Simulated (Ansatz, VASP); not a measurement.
# CoPb: VASP beside Ansatz

```
Co Pb
1.0
     3.30602    0.00000    0.00000
     0.00000    3.30602    0.00000
     0.00000    0.00000    3.30602
Co Pb
1 1
Direct
  0.00000 0.00000 0.00000
  0.50000 0.50000 0.50000
```

Alike in both runs: functional PBE; k mesh 6 × 6 × 6; occupations gaussian, width 0.1 eV; collinear spin.

Ansatz relaxed the structure, and its values are those at the end. VASP's run is a single point on that final structure, the one shown.

|  | VASP | Ansatz |
| --- | --- | --- |
| version | VASP 6.6.1 | Ansatz 0.2.0 |
| potentials or method | VASP PAW PBE potentials, release 64 (Co, Pb_d), cutoff 520 eV | scalar-relativistic, plane waves, PAW |
| valence electrons in the cell | 23 | 31 |

Ansatz gave:

```
gap on the k mesh at the Fermi level (eV)                     : none
pressure (GPa)                                                : 0.3
net moment per atom (μB)                                      : 0.50
size of the moment on the site where the two differ most (μB) : 1.10
```

Q: What did VASP give for the same quantities?

A: gap on the k mesh at the Fermi level (eV): none; pressure (GPa): 0.2; net moment per atom (μB): 0.50; size of the moment on the site where the two differ most (μB): 1.08.

Site moments also hang on the region over which each program counts them. A gap of «none» marks a metal or a gap that the smearing closes. VASP's potentials hold 23 valence electrons a cell and Ansatz's 31, so a difference there can come from the potentials and not from the codes.

Neither program's run includes spin-orbit coupling.
